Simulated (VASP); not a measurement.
Here is a VASP 6.6.1 calculation.

INCAR

```
SYSTEM = Pd
ALGO     = Normal         ! electronic algorithm
EDIFF    = 1E-6           ! SCF threshold, eV
ENCUT    = 520            ! plane-wave cutoff, eV
GGA      = CA             ! functional
ISIF     = 2              ! what is computed and relaxed
ISMEAR   = 0              ! smearing method
LASPH    = .True.         ! aspherical terms in the spheres
LCHARG   = .False.        ! write CHGCAR
LREAL    = .False.        ! projectors in reciprocal space
LWAVE    = .False.        ! write WAVECAR
NBANDS   = 11             ! bands
NELM     = 60             ! most SCF steps
PREC     = Accurate       ! precision mode
SIGMA    = 0.1            ! smearing width, eV
```

Contents of KPOINTS:

```
k-points
0
Gamma
  8 8 8
  0 0 0
```

The input POSCAR:

```
Pd
1.0
    0.0000000000      1.9586507900      1.9586507900
    1.9586507900      0.0000000000      1.9586507900
    1.9586507900      1.9586507900      0.0000000000
Pd
1
Direct
    0.0000000000      0.0000000000      0.0000000000
```

Potentials or basis: VASP PAW LDA potentials, release 64 (Pd).

Run with:

```bash
$ cat potpaw_LDA.64/Pd/POTCAR > POTCAR
$ mpirun -np 1 vasp_std > vasp.out
```

Task: Predict the pressure.

Result: -10.6 GPa.

Task: Estimate the band gap on the k mesh.

Result: Zero (band 5 reaches 9.60 eV, above the bottom of band 6 at 8.05 eV).
